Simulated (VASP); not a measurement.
# ZnCd2Te3 (P4/mmm) in VASP: relaxation of cell and atoms with PBE

Aim: the relaxation of cell and atoms of ZnCd2Te3 with PBE.

Program: VASP 6.6.1. These are calculated values, not measurements. Logs are shortened: lines on timing, memory, paths and dates and some standing lists are left out, and cuts for length are marked.

## Step 1: The cell of the first run

Symmetry: P4/mmm, No. 123, tetragonal system. The conventional cell has a = 5.244 Å, b = 5.244 Å, c = 10.875 Å, α = 90.00°, β = 90.00°, γ = 90.00°. Within 3.5 Å of Zn (site symmetry 4/mmm) lie 4 Cd at 2.62 Å and 2 Te at 2.66 Å. Cd (site symmetry mmm) has 2 Zn at 2.62 Å within 3.5 Å. Within 3.5 Å of Te (site symmetry 4mm) lie 1 Zn at 2.66 Å and 1 Te at 2.77 Å. Within 3.7 Å of Te (site symmetry 4/mmm) lie 2 Te at 2.77 Å.

The cell was generated, and may not be a known phase.

## Step 2: Relaxation of cell and atoms, PBE

INCAR

```
ALGO = Fast
EDIFF = 1E-7
EDIFFG = -0.01
ENCUT = 600
GGA = PE
IBRION = 2
ISIF = 3
ISMEAR = 0
LASPH = T
LCHARG = F
LREAL = F
LWAVE = F
NELM = 60
NSW = 100
PREC = Accurate
SIGMA = 0.1
```

KPOINTS

```
k-points
0
Gamma
  8 8 4
```

POSCAR

```
ZnCd2Te3
1.0
    5.2435958971      0.0000000000      0.0000000000
    0.0000000000      5.2435958971      0.0000000000
    0.0000000000      0.0000000000     10.8751506583
Zn Cd Te
1 2 3
Direct
    0.5000000000      0.5000000000      0.0000000000
    0.5000000000      0.0000000000      0.0000000000
    0.0000000000      0.5000000000      0.0000000000
    0.5000000000      0.5000000000      0.2448402916
    0.5000000000      0.5000000000      0.7551597084
    0.5000000000      0.5000000000      0.5000000000
```

Potentials or basis: VASP PAW PBE potentials, release 64 (Zn, Cd, Te).

On the command line:

```
> cat potpaw_PBE.64/Zn/POTCAR potpaw_PBE.64/Cd/POTCAR potpaw_PBE.64/Te/POTCAR > POTCAR
> mpirun -np 1 vasp_std > vasp.out
```

OUTCAR:

```text
EDIFF = 1E-7
   EDIFFG = -0.01
   ENCUT = 600
   GGA = PE
   IBRION = 2
   ISIF = 3
   ISMEAR = 0
   LASPH = T
   LREAL = F
   NELM = 60
   NSW = 100
   PREC = Accurate

 ion  position               nearest neighbor table
   1  0.500  0.500  0.000-   2 2.62   3 2.62   2 2.62   3 2.62   4 2.66   5 2.66
   2  0.500  0.000  0.000-   1 2.62   1 2.62   3 3.71   3 3.71   3 3.71   3 3.71
   3  0.000  0.500  0.000-   1 2.62   1 2.62   2 3.71   2 3.71   2 3.71   2 3.71
   4  0.500  0.500  0.245-   1 2.66   6 2.77
   5  0.500  0.500  0.755-   1 2.66   6 2.77
   6  0.500  0.500  0.500-   4 2.77   5 2.77

  LATTYP: Found a simple tetragonal cell.
 ALAT       =     5.2435958971
 C/A-ratio  =     2.0739871782

  Lattice vectors:

 A1 = (   5.2435958971,   0.0000000000,   0.0000000000)
 A2 = (   0.0000000000,   5.2435958971,   0.0000000000)
 A3 = (   0.0000000000,   0.0000000000,  10.8751506583)

Analysis of symmetry for initial positions (statically):
=====================================================================
 Subroutine PRICEL returns:
 Original cell was already a primitive cell.

 Routine SETGRP: Setting up the symmetry group for a
 simple tetragonal supercell.

 Subroutine GETGRP returns: Found 16 space group operations
 (whereof 16 operations were pure point group operations)
 out of a pool of 16 trial point group operations.

The static configuration has the point symmetry D_4h.

Analysis of symmetry for dynamics (positions and initial velocities):
=====================================================================
 Subroutine PRICEL returns:
 Original cell was already a primitive cell.

 Routine SETGRP: Setting up the symmetry group for a
 simple tetragonal supercell.

 Subroutine GETGRP returns: Found 16 space group operations
 (whereof 16 operations were pure point group operations)
 out of a pool of 16 trial point group operations.

The dynamic configuration has the point symmetry D_4h.

 Subroutine INISYM returns: Found 16 space group operations
 (whereof 16 operations are pure point group operations),
 and found     1 'primitive' translations

----------------------------------------------------------------------------------------

                                     Primitive cell

  volume of cell :     299.0155

[... 103 lines left out ...]
   ISYM   =      2    0-nonsym 1-usesym 2-fastsym
   POTIM  = 0.5000    time-step for ionic-motion
   TEBEG  =    0.0;   TEEND  =   0.0 temperature during run
   PSTRESS=    0.0 pullay stress
   NELECT =      54.0000    total number of electrons
   NUPDOWN=      -1.0000    fix difference up-down
   EMIN   =  10.00;   EMAX   =-10.00  energy-range for DOS
   EFERMI =   0.00;   METHOD = LEGACY
   ISMEAR =     0;   SIGMA  =   0.10  broadening in eV -4-tet -1-fermi 0-gaus
   EFERMI_NEDOS =   21; number of points for ismear=-14 and -15
   IALGO  =     68    algorithm
   IMIX   =      4    mixing-type and parameters
     AMIX     =   0.40;   BMIX     =  1.00
     AMIX_MAG =   1.60;   BMIX_MAG =  1.00
  volume/ion in A,a.u.               =      49.84       336.31
  Fermi-wavevector in a.u.,A,eV,Ry     =   0.925355  1.748667 11.650412  0.856281
  Thomas-Fermi vector in A             =   2.051200
   LORBIT       =      0    0 simple, 1 ext, 2 COOP (PROOUT), +10 PAW based schemes
   GGA     = PE    functional components
   LHFCALC =     F    Hartree Fock is set to
   AEXX    =    0.0000 exact exchange contribution
   IVDW    =     0    specifies the selected vdW correction
   LEPSILON=     F    determine dielectric tensor
   LRPA    =     F    only Hartree local field effects (RPA)
 conjugate gradient relaxation of ions
 non-spin polarized calculation
 RMM-DIIS sequential band-by-band and
 Gauss-broadening in eV      SIGMA  =   0.10
  energy-cutoff  :      600.00
  volume of cell :      299.02
 maximum number of plane-waves:     10012
 NGX is ok and might be reduce to    42
   NGX = 21   NGY = 21   NGZ = 43

--------------------------------------- Ionic step        1  -------------------------------------------

 number of electron      54.0000010 magnetization

 Free energy of the ion-electron system (eV)
  ---------------------------------------------------
  ext. energy  EPLUGINS =         0.00000000
  ---------------------------------------------------
  free energy    TOTEN  =        -9.73674650 eV

  energy without entropy =       -9.71548223  energy(sigma->0) =       -9.72611437

------------------------ aborting loop because EDIFF is reached ----------------------------------------

  FORCE on cell =-STRESS in cart. coord.  units (eV):
  Direction    XX          YY          ZZ          XY          YZ          ZX
  --------------------------------------------------------------------------------------
  -------------------------------------------------------------------------------------
  Total        0.2692844      0.2692844      1.4238630      0.0000000      0.0000000     -0.0000000
  in kB        1.4428727      1.4428727      7.6293065      0.0000000      0.0000000     -0.0000000
  external PRESSURE =       3.5050173 kB  Pullay stress =       0.0000000 kB
[... 267 lines left out ...]
--------------------------------------- Ionic step        8  -------------------------------------------

 number of electron      54.0000006 magnetization

 Free energy of the ion-electron system (eV)
  ---------------------------------------------------
  ext. energy  EPLUGINS =         0.00000000
  ---------------------------------------------------
  free energy    TOTEN  =        -9.74352685 eV

  energy without entropy =       -9.72312722  energy(sigma->0) =       -9.73332703

 E-fermi :   0.0445     XC(G=0):  -6.5922

 val. band max:        0.0428424929   @ k =   0.5000   0.0000   0.2500
 cond. band min:       0.0550273678   @ k =   0.5000   0.1250   0.2500
 fundamental gap:      0.0121848749
 Fermi energy:         0.0444647535

 k-point     1 :       0.0000    0.0000    0.0000
  band No.  band energies     occupation
      1     -11.6571      2.00000
      2     -10.6553      2.00000
      3      -9.6656      2.00000
      4      -9.0493      2.00000
      5      -8.9598      2.00000
      6      -8.8701      2.00000
[... 829 lines left out ...]
     31       2.3796      0.00000
     32       3.5483      0.00000

 [... further k-points ...]

------------------------ aborting loop because EDIFF is reached ----------------------------------------

  FORCE on cell =-STRESS in cart. coord.  units (eV):
  Direction    XX          YY          ZZ          XY          YZ          ZX
  --------------------------------------------------------------------------------------
  -------------------------------------------------------------------------------------
  Total       -0.0098583     -0.0098583     -0.0209072      0.0000000      0.0000000      0.0000000
  in kB       -0.0518446     -0.0518446     -0.1099507      0.0000000      0.0000000      0.0000000
  external PRESSURE =      -0.0712133 kB  Pullay stress =       0.0000000 kB
[... 21 lines left out ...]
  FREE ENERGIE OF THE ION-ELECTRON SYSTEM (eV)
  ---------------------------------------------------
  free  energy   TOTEN  =        -9.7435268521 eV

  energy  without entropy=       -9.7231272170  energy(sigma->0) =       -9.73332703

 reached required accuracy - stopping structural energy minimisation
```

OSZICAR:

```text
N       E                     dE             d eps       ncg     rms          rms(c)
DAV:   1     0.369101876386E+03    0.36910E+03   -0.24036E+04  2880   0.160E+03
DAV:   2     0.169375759951E+02   -0.35216E+03   -0.34561E+03  3256   0.344E+02
DAV:   3    -0.100328690776E+02   -0.26970E+02   -0.26706E+02  3368   0.999E+01
[... 91 lines left out ...]
DAV:   1    -0.974352186809E+01   -0.14827E-04   -0.12464E-03  2928   0.112E-01    0.319E-02
RMM:   2    -0.974352651847E+01   -0.46504E-05   -0.62124E-05  2667   0.281E-02    0.125E-02
RMM:   3    -0.974352678643E+01   -0.26796E-06   -0.74730E-06  2478   0.125E-02    0.453E-03
RMM:   4    -0.974352679896E+01   -0.12538E-07   -0.20717E-06  2396   0.643E-03    0.296E-03
RMM:   5    -0.974352685205E+01   -0.53087E-07   -0.27063E-07  1794   0.262E-03
   8 F= -.97435269E+01 E0= -.97333270E+01  d E =-.198027E-04
```

Wall time 60 min (1 thread of Oxide Virtual Turin-like, shared host); peak memory 0.77 GiB.

What came out:

```yaml
Free_energy: -9.7435 eV
Relaxed_volume: 50.78 Å³/atom
Relaxed_cell: a = 5.277 Å, b = 5.277 Å, c = 10.941 Å, α = 90.00°, β = 90.00°, γ = 90.00°
Space_group_after_relaxing_to_0.1_Å: P4/mmm (No. 123)
Energy_gained_by_relaxing: 1.1 meV/atom
Ionic_steps: 8
Pressure_after_relaxing: 0.0 GPa
Band_gap_on_the_k_mesh: zero (bands 27 and 28 overlap by 0.82 eV)
```

Forces on the atoms (eV/Å):
```
Zn   0.000  0.000  0.000
Cd   0.000  0.000  0.000
Cd   0.000  0.000  0.000
Te   0.000  0.000 -0.003
Te   0.000  0.000  0.003
Te   0.000  0.000  0.000
```

The path:
```
step  energy change (eV)  largest force (eV/Å)  pressure (GPa)  volume (Å³)
   1              0.0000                0.1147            0.35       299.02
   2             -0.0043                0.0324           -0.12       303.75
   3             -0.0060                0.0157            0.04       302.08
   4             -0.0063                0.0154            0.03       302.63
   5             -0.0067                0.0141            0.00       304.27
   6             -0.0068                0.0138            0.00       304.61
   7             -0.0068                0.0137            0.00       304.66
   8             -0.0068                0.0029           -0.01       304.66
```

Final structure:
```yaml
crystal:
  lattice:
    - [5.27687, 0.00000, 0.00000]
    - [0.00000, 5.27687, 0.00000]
    - [0.00000, 0.00000, 10.94097]
  atoms:
    - { symbol: Zn, position: [0.50000, 0.50000, 0.00000] }
    - { symbol: Cd, position: [0.50000, 0.00000, 0.00000] }
    - { symbol: Cd, position: [0.00000, 0.50000, 0.00000] }
    - { symbol: Te, position: [0.50000, 0.50000, 0.24406] }
    - { symbol: Te, position: [0.50000, 0.50000, 0.75594] }
    - { symbol: Te, position: [0.50000, 0.50000, 0.50000] }
```

Caveat: spin-orbit coupling is left out, which moves the levels of the heavy elements.
